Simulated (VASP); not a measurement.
Here is a VASP 6.6.1 calculation.

INCAR

```
SYSTEM = Ni
ALGO = Normal
EDIFF = 1E-6
ENCUT = 520
GGA = PE
ISIF = 2
ISMEAR = 0
ISPIN = 2
LASPH = .TRUE.
LCHARG = .TRUE.
LELF = .TRUE.
LMAXMIX = 4
LORBIT = 11
LREAL = .FALSE.
LVHAR = .TRUE.
LWAVE = .FALSE.
MAGMOM = 0.64
NBANDS = 15
NELM = 150
PREC = Accurate
SIGMA = 0.05
```

File KPOINTS:

```
k-points
0
G
  16 16 16
  0 0 0
```

Contents of POSCAR:

```
Ni
1.0
    0.0000000000      1.8297674191      1.8297674191
    1.8297674191      0.0000000000      1.8297674191
    1.8297674191      1.8297674191      0.0000000000
Ni
1
Direct
    0.0000000000      0.0000000000      0.0000000000
```

Potentials or basis: VASP PAW PBE potentials, release 64 (Ni).

Command:

```console
$ cat potpaw_PBE.64/Ni/POTCAR > POTCAR
$ mpirun -np 1 vasp_std > vasp.out
```

(1) Predict the net moment.

(2) Predict the site moments.

Answers

(1) 0.67 μB per cell.

(2) Ni +0.70 μB.

Caveat: the cell stands under tension.
